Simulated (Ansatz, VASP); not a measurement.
**One calculation of PW, two programs**

File INCAR:

```
SYSTEM = PW
PREC = Accurate
ENCUT = 520
EDIFF = 1E-6
ISMEAR = -1
SIGMA = 0.1
LREAL = .FALSE.
LASPH = .TRUE.
NELM = 100
ALGO = Normal
ISIF = 2
LWAVE = .FALSE.
LCHARG = .TRUE.
GGA = CA
LELF = .TRUE.
LVHAR = .TRUE.
NBANDS = 16
```

KPOINTS

```
regular mesh
0
G
  12 12 12
  0 0 0
```

POSCAR

```
PW
1.0
    0.0000000000      2.5977782932      2.5977782932
    2.5977782932      0.0000000000      2.5977782932
    2.5977782932      2.5977782932      0.0000000000
W P
1 1
Direct
    0.0000000000      0.0000000000      0.0000000000
    0.2500000000      0.2500000000      0.2500000000
```

Input for Ansatz:

```yaml
crystal:
  lattice:
    - [0.0, 2.5977782932, 2.5977782932]
    - [2.5977782932, 0.0, 2.5977782932]
    - [2.5977782932, 2.5977782932, 0.0]
  atoms:
    - { symbol: W, position: [0.0, 0.0, 0.0] }
    - { symbol: P, position: [0.25, 0.25, 0.25] }
kpoints:
  mp_grid: { grid: [12, 12, 12] }
  band_path:
    path:
      - [0.0, 0.0, 0.0]
      - [-0.5, -0.5, 0.0]
      - [-0.375, -0.375, 0.25]
      - [-0.375, 0.0, 0.375]
      - [0.0, 0.0, 0.0]
      - [0.0, 0.0, 0.5]
      - [-0.5, -0.25, 0.25]
      - [-0.5, -0.5, 0.0]
    npoints: 8
scf:
  occupations: { method: fermi_dirac, width: 0.1 }
hamiltonian:
  xc: lda
  pseudopotentials: { kind: paw }
output:
  forces: true
  stress: true
  eigenvalues: true
  populations: true
  dos: { projected: true, de: 0.2, e_range: [-14, 8] }
  write_density: true
  write_potential: true
  elf: true
  volumetric_format: npy
```

Change from the starting cell: volume scaled by 0.92, PAW files.

Alike in both runs: task single point; functional LDA; k mesh 12 × 12 × 12; occupations fermi-dirac, width 0.1 eV; no spin polarisation.

|  | VASP | Ansatz |
| --- | --- | --- |
| version | VASP 6.6.1 | Ansatz 0.2.0 |
| potentials or method | VASP PAW LDA potentials, release 64 (W_sv, P) | PAW with Ansatz's default frozen-core files, scalar-relativistic |
| plane-wave cutoff (eV) | 520 | 420 |
| valence electrons in the cell | 19 | 19 |

Ansatz gave:

```
pressure (GPa) : 15.7
```

Q: What did VASP give for the same quantities?

A: Pressure (GPa): 16.2.

LDA's correlation is that of Perdew and Zunger in VASP and of Perdew and Wang (1992) in Ansatz.

Spin-orbit coupling is off throughout.
